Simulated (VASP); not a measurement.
# Pb (Fm-3m) in VASP: further runs

The runs below take Pb through single point, with PBE.

Program: VASP 6.6.1. These are calculated values, not measurements. Logs are shortened: lines on timing, memory, paths and dates and some standing lists are left out, and cuts for length are marked.

**1. The cell of the first run**

It takes space group Fm-3m (No. 225, cubic). Conventional cell: a = 4.950 Å, b = 4.950 Å, c = 4.950 Å, α = 90.00°, β = 90.00°, γ = 90.00°. Pb (site symmetry m-3m) has 12 Pb at 3.50 Å within 4.6 Å.

**2. Single point, PBE**

File INCAR:

```
ALGO = Normal ; EDIFF = 1E-6
ENCUT = 520 ; GGA = PE
ISIF = 2 ; ISMEAR = 0
LASPH = T ; LCHARG = T
LELF = T ; LREAL = F
LVHAR = T ; LWAVE = F
NBANDS = 13 ; NELM = 100
PREC = Accurate ; SIGMA = 0.015
```

File KPOINTS:

```
k-points
0
Gamma
  9 9 9
```

File POSCAR:

```
Pb
1.0
    0.0000000000      2.4750200000      2.4750200000
    2.4750200000      0.0000000000      2.4750200000
    2.4750200000      2.4750200000      0.0000000000
Pb
1
Direct
    0.0000000000      0.0000000000      0.0000000000
```

Potentials or basis: VASP PAW PBE potentials, release 64 (Pb_d).

Launch:

```bash
cat potpaw_PBE.64/Pb_d/POTCAR > POTCAR
mpirun -np 1 vasp_std > vasp.out
```

OUTCAR:

```text
EDIFF = 1E-6
   ENCUT = 520
   GGA = PE
   ISIF = 2
   ISMEAR = 0
   LASPH = T
   LREAL = F
   NELM = 100
   PREC = Accurate

 ion  position               nearest neighbor table
   1  0.000  0.000  0.000-

  LATTYP: Found a face centered cubic cell.
 ALAT       =     4.9500400000

  Lattice vectors:

 A1 = (   0.0000000000,   2.4750200000,   2.4750200000)
 A2 = (   2.4750200000,   0.0000000000,   2.4750200000)
 A3 = (   2.4750200000,   2.4750200000,   0.0000000000)

Analysis of symmetry for initial positions (statically):
[... 5 lines left out ...]
 face centered cubic supercell.

 Subroutine GETGRP returns: Found 48 space group operations
 (whereof 48 operations were pure point group operations)
 out of a pool of 48 trial point group operations.

The static configuration has the point symmetry O_h .

Analysis of symmetry for dynamics (positions and initial velocities):
[... 5 lines left out ...]
 face centered cubic supercell.

 Subroutine GETGRP returns: Found 48 space group operations
 (whereof 48 operations were pure point group operations)
 out of a pool of 48 trial point group operations.

The dynamic configuration has the point symmetry O_h .

 Subroutine INISYM returns: Found 48 space group operations
 (whereof 48 operations are pure point group operations),
 and found     1 'primitive' translations

----------------------------------------------------------------------------------------

                                     Primitive cell

  volume of cell :      30.3226

  direct lattice vectors                    reciprocal lattice vectors
     0.000000000  2.475020000  2.475020000    -0.202018570  0.202018570  0.202018570
     2.475020000  0.000000000  2.475020000     0.202018570 -0.202018570  0.202018570
     2.475020000  2.475020000  0.000000000     0.202018570  0.202018570 -0.202018570

  length of vectors
     3.500206851  3.500206851  3.500206851     0.349906427  0.349906427  0.349906427

  position of ions in fractional coordinates (direct lattice)
     0.000000000  0.000000000  0.000000000

  ion indices of the primitive-cell ions
   primitive index   ion index
                 1           1

----------------------------------------------------------------------------------------

 KPOINTS: k-points

Automatic generation of k-mesh.
 Grid dimensions read from file:
 generate k-points for:    9    9    9

 Generating k-lattice:

  Cartesian coordinates                     Fractional coordinates (reciprocal lattice)
    -0.022446508  0.022446508  0.022446508     0.111111111  0.000000000  0.000000000
     0.022446508 -0.022446508  0.022446508     0.000000000  0.111111111  0.000000000
     0.022446508  0.022446508 -0.022446508     0.000000000  0.000000000  0.111111111

  Length of vectors
     0.038878492  0.038878492  0.038878492

  Shift w.r.t. Gamma in fractional coordinates (k-lattice)
     0.000000000  0.000000000  0.000000000

 Subroutine IBZKPT returns following result:
 ===========================================

 Found     35 irreducible k-points:

 Following reciprocal coordinates:
            Coordinates               Weight
  0.000000  0.000000  0.000000      1.000000
  0.111111  0.000000  0.000000      8.000000
  0.222222  0.000000  0.000000      8.000000
  0.333333  0.000000  0.000000      8.000000
  0.444444  0.000000  0.000000      8.000000
  0.111111  0.111111  0.000000      6.000000
[... 16 lines left out ...]
 -0.333333  0.333333  0.000000     12.000000
  0.444444  0.444444  0.000000      6.000000
 [... further k-points ...]
   k-points           NKPTS =     35   k-points in BZ     NKDIM =     35   number of bands    NBANDS=     13
   number of dos      NEDOS =    301   number of ions     NIONS =      1
   total plane-waves  NPLWV =  21952
   dimension x,y,z NGX =    28 NGY =   28 NGZ =   28
   dimension x,y,z NGXF=    56 NGYF=   56 NGZF=   56
   ions per type =               1
   NGX,Y,Z   is equivalent  to a cutoff of  13.30, 13.30, 13.30 a.u.
   NGXF,Y,Z  is equivalent  to a cutoff of  26.60, 26.60, 26.60 a.u.
 SYSTEM =  unknown system
   PREC   = accura    normal or accurate (medium, high low for compatibility)
   ISTART =      0    job   : 0-new  1-cont  2-samecut
   ICHARG =      2    charge: 1-file 2-atom 10-const
   ISPIN  =      1    spin polarized calculation?
   LNONCOLLINEAR =      F non collinear calculations
   LSORBIT =      F    spin-orbit coupling
   LASPH  =      T    aspherical Exc in radial PAW
   ENCUT  =  520.0 eV  38.22 Ry    6.18 a.u.   6.51  6.51  6.51*2*pi/ulx,y,z
   NELM   =    100;   NELMIN=  2; NELMDL= -5     # of ELM steps
   EDIFF  = 0.1E-05   stopping-criterion for ELM
   LREAL  =      F    real-space projection
   EDIFFG = 0.1E-04   stopping-criterion for IOM
   NSW    =      0    number of steps for IOM
   IBRION =     -1    ionic relax: 0-MD 1-quasi-New 2-CG
   NFREE  =      0    steps in history (QN), initial steepest desc. (CG)
   ISIF   =      2    stress and relaxation
   ISYM   =      2    0-nonsym 1-usesym 2-fastsym
   POTIM  = 0.5000    time-step for ionic-motion
   TEBEG  =    0.0;   TEEND  =   0.0 temperature during run
   PSTRESS=    0.0 pullay stress
   NELECT =      14.0000    total number of electrons
   NUPDOWN=      -1.0000    fix difference up-down
   EMIN   =  10.00;   EMAX   =-10.00  energy-range for DOS
   EFERMI =   0.00;   METHOD = LEGACY
   ISMEAR =     0;   SIGMA  =   0.01  broadening in eV -4-tet -1-fermi 0-gaus
   EFERMI_NEDOS =   21; number of points for ismear=-14 and -15
   IALGO  =     38    algorithm
   IMIX   =      4    mixing-type and parameters
     AMIX     =   0.40;   BMIX     =  1.00
     AMIX_MAG =   1.60;   BMIX_MAG =  1.00
  volume/ion in A,a.u.               =      30.32       204.63
  Fermi-wavevector in a.u.,A,eV,Ry     =   1.265306  2.391081 21.782907  1.600999
  Thomas-Fermi vector in A             =   2.398566
   LORBIT       =      0    0 simple, 1 ext, 2 COOP (PROOUT), +10 PAW based schemes
   GGA     = PE    functional components
   LHFCALC =     F    Hartree Fock is set to
   AEXX    =    0.0000 exact exchange contribution
   IVDW    =     0    specifies the selected vdW correction
   LEPSILON=     F    determine dielectric tensor
   LRPA    =     F    only Hartree local field effects (RPA)
 non-spin polarized calculation
 Gauss-broadening in eV      SIGMA  =   0.01
  energy-cutoff  :      520.00
  volume of cell :       30.32
 maximum number of plane-waves:       869
 NGX is ok and might be reduce to    28
   NGX = 13   NGY = 13   NGZ = 13

 number of electron      13.9999999 magnetization

 Free energy of the ion-electron system (eV)
  ---------------------------------------------------
  ext. energy  EPLUGINS =         0.00000000
  ---------------------------------------------------
  free energy    TOTEN  =        -3.56814118 eV

  energy without entropy =       -3.56786409  energy(sigma->0) =       -3.56800263

 E-fermi :   7.1452     XC(G=0): -10.1860

 val. band max:        6.9152789987   @ k =  -0.3333   0.3333   0.1111
 cond. band min:       7.1463347823   @ k =  -0.2222   0.3333   0.1111
 fundamental gap:      0.2310557836
 Fermi energy:         7.1452249769

 k-point     1 :       0.0000    0.0000    0.0000
  band No.  band energies     occupation
      1      -9.7946      2.00000
      2      -9.7946      2.00000
      3      -9.7946      2.00000
      4      -9.6545      2.00000
      5      -9.6545      2.00000
      6      -4.4738      2.00000
      7      14.6989      0.00000
      8      14.6989      0.00000
      9      14.6989      0.00000
     10      17.0446      0.00000
     11      18.6199      0.00000
     12      19.7651      0.00000
     13      19.7651      0.00000

 k-point     2 :       0.1111    0.0000    0.0000
  band No.  band energies     occupation
      1      -9.7952      2.00000
      2      -9.7782      2.00000
      3      -9.7782      2.00000
      4      -9.6545      2.00000
      5      -9.6545      2.00000
      6      -4.2360      2.00000
      7      12.3296      0.00000
      8      14.4167      0.00000
      9      14.4167      0.00000
     10      16.6520      0.00000
     11      19.5951      0.00000
     12      20.2688      0.00000
     13      20.2688      0.00000

 k-point     3 :       0.2222    0.0000    0.0000
  band No.  band energies     occupation
      1      -9.8003      2.00000
      2      -9.7587      2.00000
      3      -9.7587      2.00000
      4      -9.6319      2.00000
      5      -9.6319      2.00000
      6      -3.5244      2.00000
      7       8.8628      0.00000
      8      13.8173      0.00000
      9      13.8173      0.00000
     10      16.3081      0.00000
     11      19.1405      0.00000
     12      19.8939      0.00000
     13      19.8939      0.00000

 k-point     4 :       0.3333    0.0000    0.0000
  band No.  band energies     occupation
      1      -9.8117      2.00000
      2      -9.7682      2.00000
      3      -9.7682      2.00000
      4      -9.5731      2.00000
      5      -9.5731      2.00000
      6      -2.3829      2.00000
      7       5.7473      2.00000
      8      13.2446      0.00000
      9      13.2446      0.00000
     10      16.2137      0.00000
     11      17.8420      0.00000
     12      18.9979      0.00000
     13      18.9979      0.00000

 k-point     5 :       0.4444    0.0000    0.0000
  band No.  band energies     occupation
      1      -9.8218      2.00000
      2      -9.7815      2.00000
      3      -9.7815      2.00000
      4      -9.5267      2.00000
      5      -9.5267      2.00000
      6      -1.1187      2.00000
      7       3.4731      2.00000
      8      12.9063      0.00000
      9      12.9063      0.00000
     10      16.3942      0.00000
     11      16.9611      0.00000
     12      18.5419      0.00000
     13      18.5419      0.00000
[... 257 lines left out ...]
 k-point    22 :      -0.4444    0.3333    0.0000
  band No.  band energies     occupation
      1      -9.8859      2.00000
      2      -9.7840      2.00000
      3      -9.5947      2.00000
      4      -9.5741      2.00000
      5      -9.5140      2.00000
      6       0.2594      2.00000
      7       4.8449      2.00000
      8       6.8336      2.00000
      9      10.1594      0.00000
     10      13.7026      0.00000
     11      17.9154      0.00000
     12      23.3978      0.00000
     13      23.5267      0.00000

 k-point    23 :      -0.3333    0.3333    0.0000
  band No.  band energies     occupation
      1      -9.8495      2.00000
      2      -9.6917      2.00000
      3      -9.6449      2.00000
      4      -9.6224      2.00000
      5      -9.5582      2.00000
      6       0.1130      2.00000
      7       5.4671      2.00000
      8       5.7369      2.00000
      9      10.9410      0.00000
     10      14.1950      0.00000
     11      21.0316      0.00000
     12      22.6564      0.00000
     13      22.6781      0.00000

 k-point    24 :       0.4444    0.4444    0.0000
  band No.  band energies     occupation
      1      -9.9529      2.00000
      2      -9.8611      2.00000
      3      -9.5347      2.00000
      4      -9.4959      2.00000
      5      -9.4959      2.00000
      6       0.1218      2.00000
      7       4.5682      2.00000
      8       9.4311      0.00000
      9       9.4311      0.00000
     10      12.7575      0.00000
     11      13.9743      0.00000
     12      25.5436      0.00000
     13      27.2385      0.00000

 [... further k-points ...]
[... 5 lines left out ...]
  --------------------------------------------------------------------------------------
  -------------------------------------------------------------------------------------
  Total        0.4136325      0.4136325      0.4136325      0.0000000      0.0000000      0.0000000
  in kB       21.8554169     21.8554169     21.8554169      0.0000000      0.0000000      0.0000000
  external PRESSURE =      21.8554169 kB  Pullay stress =       0.0000000 kB

 VOLUME and BASIS-vectors are now :
 -----------------------------------------------------------------------------
  energy-cutoff  :      520.00
  volume of cell :       30.32
      direct lattice vectors                 reciprocal lattice vectors
     0.000000000  2.475020000  2.475020000    -0.202018570  0.202018570  0.202018570
     2.475020000  0.000000000  2.475020000     0.202018570 -0.202018570  0.202018570
     2.475020000  2.475020000  0.000000000     0.202018570  0.202018570 -0.202018570

 POSITION                                       TOTAL-FORCE (eV/Angst)
 -----------------------------------------------------------------------------------
      0.00000      0.00000      0.00000         0.000000      0.000000      0.000000
 -----------------------------------------------------------------------------------
    total drift:                               -0.000000     -0.000000     -0.000000

  FREE ENERGIE OF THE ION-ELECTRON SYSTEM (eV)
  ---------------------------------------------------
  free  energy   TOTEN  =        -3.5681411796 eV

  energy  without entropy=       -3.5678640884  energy(sigma->0) =       -3.56800263
```

It took 7.3 s on 1 thread of AMD EPYC 9R45 (Zen 5), shared host; peak memory 0.13 GiB.

What came out:

| Property | Result |
| --- | --- |
| Free energy | -3.5681 eV |
| Pressure | 2.2 GPa |
| Band gap on the k mesh | zero (band 7 reaches 14.70 eV, above the bottom of band 8 at 5.74 eV) |

Caveat: spin-orbit coupling is left out, which moves the levels of the heavy elements.

(Continued in part 2 of 2.)
